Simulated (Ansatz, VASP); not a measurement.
# InWS4 in VASP and in Ansatz

The input INCAR:

```
  PREC = Accurate
  ENCUT = 520
  EDIFF = 1E-6
  ISMEAR = 0
  SIGMA = 0.1
  LREAL = F
  LASPH = T
  NELM = 150
  ALGO = Normal
  ISIF = 2
  LWAVE = F
  LCHARG = F
  ISPIN = 2
  MAGMOM = 0.03 3.49 -0.08 -0.08 -0.08 -0.08
  LORBIT = 11
  LMAXMIX = 4
  GGA = PE
  NBANDS = 38
```

KPOINTS

```
Automatic mesh
0
Gamma
  4 4 4
```

File POSCAR:

```
InWS4
1.0
    0.0000000000      4.0476248200      4.0476248200
    4.0476248200      0.0000000000      4.0476248200
    4.0476248200      4.0476248200      0.0000000000
In W S
1 1 4
Direct
    0.0000000000      0.0000000000      0.0000000000
    0.7500000000      0.7500000000      0.7500000000
    0.8732489600      0.3755836800      0.3755836800
    0.3755836800      0.3755836800      0.3755836800
    0.3755836800      0.8732489600      0.3755836800
    0.3755836800      0.3755836800      0.8732489600
```

Input for Ansatz:

```yaml
crystal:
  lattice:
    - [0.0, 4.04762482, 4.04762482]
    - [4.04762482, 0.0, 4.04762482]
    - [4.04762482, 4.04762482, 0.0]
  atoms:
    - { symbol: In, position: [0.0, 0.0, 0.0] }
    - { symbol: W, position: [0.75, 0.75, 0.75] }
    - { symbol: S, position: [0.87324896, 0.37558368, 0.37558368] }
    - { symbol: S, position: [0.37558368, 0.37558368, 0.37558368] }
    - { symbol: S, position: [0.37558368, 0.87324896, 0.37558368] }
    - { symbol: S, position: [0.37558368, 0.37558368, 0.87324896] }
basis:
  ecutwfc: 420
kpoints:
  mp_grid: { grid: [4, 4, 4] }
hamiltonian:
  xc: pbe
scf:
  occupations: { method: gaussian, width: 0.1 }
  lower_state_search: "off"
output:
  forces: true
  stress: true
  eigenvalues: true
  populations: true
magnetization:
  spin_polarized: true
```

Change from the starting cell: species swapped into the Be4SiNi type (F-43m, No. 216).

Alike in both runs: task single point; functional PBE; k mesh 4 × 4 × 4; occupations gaussian, width 0.1 eV; collinear spin.

|  | VASP | Ansatz |
| --- | --- | --- |
| version | VASP 6.6.1 | Ansatz 0.2.0 |
| potentials or method | VASP PAW PBE potentials, release 64 (In_d, W_sv, S), cutoff 520 eV | scalar-relativistic, plane waves, PAW |
| valence electrons in the cell | 51 | 51 |

VASP gave:

```
gap on the k mesh at the Fermi level (eV)                     : none
pressure (GPa)                                                : -7.9
rms of the force components (eV/Å)                            : 0.048
net moment per atom (μB)                                      : 0.58
size of the moment on the site where the two differ most (μB) : 2.86
```

Problem. What did Ansatz give for the same quantities?

Solution. gap on the k mesh at the Fermi level (eV): none; pressure (GPa): -7.9; rms of the force components (eV/Å): 0.047; net moment per atom (μB): 0.58; size of the moment on the site where the two differ most (μB): 3.17.

Site moments also hang on the region over which each program counts them. Atom by atom the forces differ by 0.002 eV/Å (rms over components). A gap of «none» marks a metal or a gap that the smearing closes. Ansatz's warnings: no starting moments.

Spin-orbit coupling is off throughout.
